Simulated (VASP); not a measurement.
# Mn (P6_3/mmc) in VASP: further runs, part 2 of 2

VASP 6.6.1.

**3. Single point, LDA (volume scaled by 0.88)**

Contents of INCAR:

```
PREC = Accurate
ENCUT = 520
EDIFF = 1E-7
ISMEAR = -1
SIGMA = 0.1
LREAL = False
LASPH = True
NELM = 60
ALGO = Normal
ISIF = 2
LWAVE = False
LCHARG = False
NBANDS = 20
```

Contents of KPOINTS:

```
regular mesh
0
Gamma
  17 17 9
```

Contents of POSCAR:

```
Mn
1.0
    2.3311009334      0.0000000000      0.0000000000
   -1.1655504667      2.0187926271      0.0000000000
    0.0000000000      0.0000000000      3.7590051879
Mn
2
Direct
    0.3333333333      0.6666666667      0.2500000000
    0.6666666667      0.3333333333      0.7500000000
```

Potentials or basis: VASP PAW LDA potentials, release 64 (Mn_pv).

Launch:

```console
$ cat potpaw_LDA.64/Mn_pv/POTCAR > POTCAR
$ mpirun -np 1 vasp_std > vasp.out
```

OUTCAR:

```text
PREC = Accurate
   ENCUT = 520
   EDIFF = 1E-7
   ISMEAR = -1
   LREAL = False
   LASPH = True
   NELM = 60
   ISIF = 2

 ion  position               nearest neighbor table
   1  0.333  0.667  0.250-   2 2.31   2 2.31   2 2.31   2 2.31   2 2.31   2 2.31
   2  0.667  0.333  0.750-   1 2.31   1 2.31   1 2.31   1 2.31   1 2.31   1 2.31

  LATTYP: Found a hexagonal cell.
 ALAT       =     2.3311009334
 C/A-ratio  =     1.6125450143

  Lattice vectors:

 A1 = (   2.3311009334,   0.0000000000,   0.0000000000)
 A2 = (  -1.1655504667,   2.0187926271,   0.0000000000)
 A3 = (   0.0000000000,   0.0000000000,   3.7590051879)

Analysis of symmetry for initial positions (statically):
=====================================================================
 Subroutine PRICEL returns:
 Original cell was already a primitive cell.

 Routine SETGRP: Setting up the symmetry group for a
 hexagonal supercell.

 Subroutine GETGRP returns: Found 24 space group operations
 (whereof 12 operations were pure point group operations)
 out of a pool of 24 trial point group operations.

The static configuration has the point symmetry D_3d.
 The point group associated with its full space group is D_6h.

Analysis of symmetry for dynamics (positions and initial velocities):
=====================================================================
 Subroutine PRICEL returns:
 Original cell was already a primitive cell.

 Routine SETGRP: Setting up the symmetry group for a
 hexagonal supercell.

 Subroutine GETGRP returns: Found 24 space group operations
 (whereof 12 operations were pure point group operations)
 out of a pool of 24 trial point group operations.

The dynamic configuration has the point symmetry D_3d.
 The point group associated with its full space group is D_6h.

 Subroutine INISYM returns: Found 24 space group operations
[... 103 lines left out ...]
   ISIF   =      2    stress and relaxation
   ISYM   =      2    0-nonsym 1-usesym 2-fastsym
   POTIM  = 0.5000    time-step for ionic-motion
   TEBEG  =    0.0;   TEEND  =   0.0 temperature during run
   PSTRESS=    0.0 pullay stress
   NELECT =      26.0000    total number of electrons
   NUPDOWN=      -1.0000    fix difference up-down
   EMIN   =  10.00;   EMAX   =-10.00  energy-range for DOS
   EFERMI =   0.00;   METHOD = LEGACY
   ISMEAR =    -1;   SIGMA  =   0.10  broadening in eV -4-tet -1-fermi 0-gaus
   EFERMI_NEDOS =   21; number of points for ismear=-14 and -15
   IALGO  =     38    algorithm
   IMIX   =      4    mixing-type and parameters
     AMIX     =   0.40;   BMIX     =  1.00
     AMIX_MAG =   1.60;   BMIX_MAG =  1.00
  volume/ion in A,a.u.               =       8.84        59.69
  Fermi-wavevector in a.u.,A,eV,Ry     =   1.861333  3.517409 47.138200  3.464560
  Thomas-Fermi vector in A             =   2.909149
   LORBIT       =      0    0 simple, 1 ext, 2 COOP (PROOUT), +10 PAW based schemes
   GGA     = CA    functional components
   LHFCALC =     F    Hartree Fock is set to
   AEXX    =    0.0000 exact exchange contribution
   IVDW    =     0    specifies the selected vdW correction
   LEPSILON=     F    determine dielectric tensor
   LRPA    =     F    only Hartree local field effects (RPA)
 non-spin polarized calculation
  energy-cutoff  :      520.00
  volume of cell :       17.69
 maximum number of plane-waves:       494
 NGX is ok and might be reduce to    18
   NGX =  9   NGY =  9   NGZ = 13

 number of electron      26.0000046 magnetization

 Free energy of the ion-electron system (eV)
  ---------------------------------------------------
  ext. energy  EPLUGINS =         0.00000000
  ---------------------------------------------------
  free energy    TOTEN  =       -19.95802072 eV

  energy without entropy =      -19.88612991  energy(sigma->0) =      -19.92207531

 E-fermi :  13.2109     XC(G=0): -15.5985

 val. band max:       13.2102892753   @ k =   0.4118   0.1176   0.2222
 cond. band min:      13.2121936983   @ k =   0.1176  -0.0000   0.0000
 fundamental gap:      0.0019044230
 Fermi energy:        13.2108896214

 k-point     1 :       0.0000    0.0000    0.0000
  band No.  band energies     occupation
      1     -35.1154      2.00000
      2     -33.8479      2.00000
      3     -33.8479      2.00000
      4     -33.6538      2.00000
      5     -33.6538      2.00000
      6     -33.6244      2.00000
[... 541 lines left out ...]
     19      25.1329      0.00000
     20      29.6584      0.00000

 [... further k-points ...]
[... 5 lines left out ...]
  --------------------------------------------------------------------------------------
  -------------------------------------------------------------------------------------
  Total        6.2797160      6.2797160      6.2745299      0.0000000      0.0000000      0.0000000
  in kB      568.7545389    568.7545389    568.2848250      0.0000000      0.0000000      0.0000000
  external PRESSURE =     568.5979676 kB  Pullay stress =       0.0000000 kB

 VOLUME and BASIS-vectors are now :
 -----------------------------------------------------------------------------
  energy-cutoff  :      520.00
  volume of cell :       17.69
      direct lattice vectors                 reciprocal lattice vectors
     2.331100933  0.000000000  0.000000000     0.428981854  0.247672789  0.000000000
    -1.165550467  2.018792627  0.000000000     0.000000000  0.495345578  0.000000000
     0.000000000  0.000000000  3.759005188     0.000000000  0.000000000  0.266027832

 POSITION                                       TOTAL-FORCE (eV/Angst)
 -----------------------------------------------------------------------------------
     -0.00000      1.34586      0.93975         0.000000      0.000000      0.000000
      1.16555      0.67293      2.81925        -0.000000      0.000000      0.000000
 -----------------------------------------------------------------------------------
    total drift:                               -0.000000      0.000000     -0.000000

  FREE ENERGIE OF THE ION-ELECTRON SYSTEM (eV)
  ---------------------------------------------------
  free  energy   TOTEN  =       -19.9580207236 eV

  energy  without entropy=      -19.8861299057  energy(sigma->0) =      -19.92207531
```

OSZICAR:

```text
N       E                     dE             d eps       ncg     rms          rms(c)
DAV:   1     0.237262464286E+03    0.23726E+03   -0.15443E+04  6808   0.191E+03
DAV:   2    -0.140464678297E+02   -0.25131E+03   -0.24297E+03  6632   0.460E+02
DAV:   3    -0.227916869264E+02   -0.87452E+01   -0.86859E+01  7036   0.102E+02
DAV:   4    -0.228700524011E+02   -0.78365E-01   -0.78358E-01  7176   0.948E+00
DAV:   5    -0.228714649694E+02   -0.14126E-02   -0.14126E-02  7184   0.131E+00    0.239E+01
DAV:   6    -0.200526428339E+02    0.28188E+01   -0.10510E+01  6972   0.458E+01    0.168E+00
DAV:   7    -0.199894666773E+02    0.63176E-01   -0.21632E-01  6928   0.615E+00    0.148E+00
DAV:   8    -0.199578362246E+02    0.31630E-01   -0.93150E-03  7232   0.138E+00    0.782E-02
DAV:   9    -0.199580057561E+02   -0.16953E-03   -0.82262E-04  6876   0.310E-01    0.254E-02
DAV:  10    -0.199580199209E+02   -0.14165E-04   -0.10017E-05  7388   0.340E-02    0.168E-02
DAV:  11    -0.199580209041E+02   -0.98314E-06   -0.19115E-06  7168   0.156E-02    0.603E-03
DAV:  12    -0.199580207407E+02    0.16339E-06   -0.39816E-07  6776   0.935E-03    0.164E-03
DAV:  13    -0.199580207236E+02    0.17098E-07   -0.82337E-09  3448   0.108E-03
   1 F= -.19958021E+02 E0= -.19922075E+02  d E =-.718908E-01
```

stdout:

```text
POSCAR found type information on POSCAR Mn
 POSCAR found :  1 types and       2 ions
 scaLAPACK will be used
 LDA part: xc-table for (Slater(with rela. corr.)+CA(PZ))
 , standard interpolation
 POSCAR, INCAR and KPOINTS ok, starting setup
 FFT: planning ... GRIDC
 FFT: planning ... GRID_SOFT
 FFT: planning ... GRID
 WAVECAR not read
 entering main loop
```

Run time: 28 s. Hardware: 1 thread of AMD EPYC 9R45 (Zen 5), shared host; peak memory 0.12 GiB.

What came out:

```
Free energy            : -19.9580 eV
Pressure               : 56.9 GPa
Band gap on the k mesh : zero (band 13 reaches 14.47 eV, above the bottom of band 14 at 11.86 eV)
```

Caveat: the run has no spin polarisation, though such a crystal can be magnetic. Spin polarisation is off, so any magnetic state and its effect on volume and gap are missing.

**4. Single point, LDA (volume scaled by 0.92)**

Contents of INCAR:

```
SYSTEM = Mn
PREC = Accurate ; ENCUT = 520
EDIFF = 1E-6 ; ISMEAR = -1
SIGMA = 0.1 ; LREAL = .FALSE.
LASPH = .TRUE. ; NELM = 60
ALGO = Normal ; ISIF = 2
LWAVE = .FALSE. ; LCHARG = .FALSE.
GGA = CA ; NBANDS = 20
```

Contents of KPOINTS:

```
regular mesh
0
G
  17 17 9
  0 0 0
```

Contents of POSCAR:

```
Mn
1.0
    2.3658986149      0.0000000000      0.0000000000
   -1.1829493074      2.0489283033      0.0000000000
    0.0000000000      0.0000000000      3.8151180157
Mn
2
Direct
    0.3333333333      0.6666666667      0.2500000000
    0.6666666667      0.3333333333      0.7500000000
```

Launch:

```console
$ cat potpaw_LDA.64/Mn_pv/POTCAR > POTCAR
$ mpirun -np 1 vasp_std > vasp.out
```

Run time: 25 s. Hardware: 1 thread of AMD EPYC 9R45 (Zen 5), shared host; peak memory 0.12 GiB.

It converged, with:

```
Free energy            : -20.1841 eV
Pressure               : 33.3 GPa
Band gap on the k mesh : zero (band 13 reaches 13.65 eV, above the bottom of band 14 at 11.21 eV)
```

Stress tensor (GPa, compression positive):
```
33.36  0.00  0.00
 0.00 33.36  0.00
 0.00  0.00 33.28
```

Levels at points of the mesh, in eV from the Fermi level:
```tsv
k point	band 9	band 10	band 11	band 12	band 13	band 14	band 15	band 16	band 17	band 18
(0.00, 0.00, 0.00)	-1.23	-1.23	-1.20	-0.62	-0.62	0.00	0.00	1.19	1.97	1.97
```

Caveat: the run has no spin polarisation, though such a crystal can be magnetic.

**5. Summary**

| cell | k mesh | gap on the mesh (eV) | pressure (GPa) |
| --- | --- | --- | --- |
| a = 2.433, b = 2.433, c = 3.923 Å, angles 90.0, 90.0, 120.0°, 2 atoms | 14 × 14 × 8 | none | 0.5 |
| a = 2.331, b = 2.331, c = 3.759 Å, angles 90.0, 90.0, 120.0°, 2 atoms | 17 × 17 × 9 | none | 56.9 |
| a = 2.366, b = 2.366, c = 3.815 Å, angles 90.0, 90.0, 120.0°, 2 atoms | 17 × 17 × 9 | none | 33.3 |

Alike in all rows: task single point; level LDA; potentials or basis VASP PAW LDA potentials, release 64 (Mn_pv); no spin polarisation; cutoff (eV) 520; smearing fermi-dirac 0.1 eV.

Caveats: the run has no spin polarisation, though such a crystal can be magnetic.

Absolute energies hang on the potentials; compare differences alone.
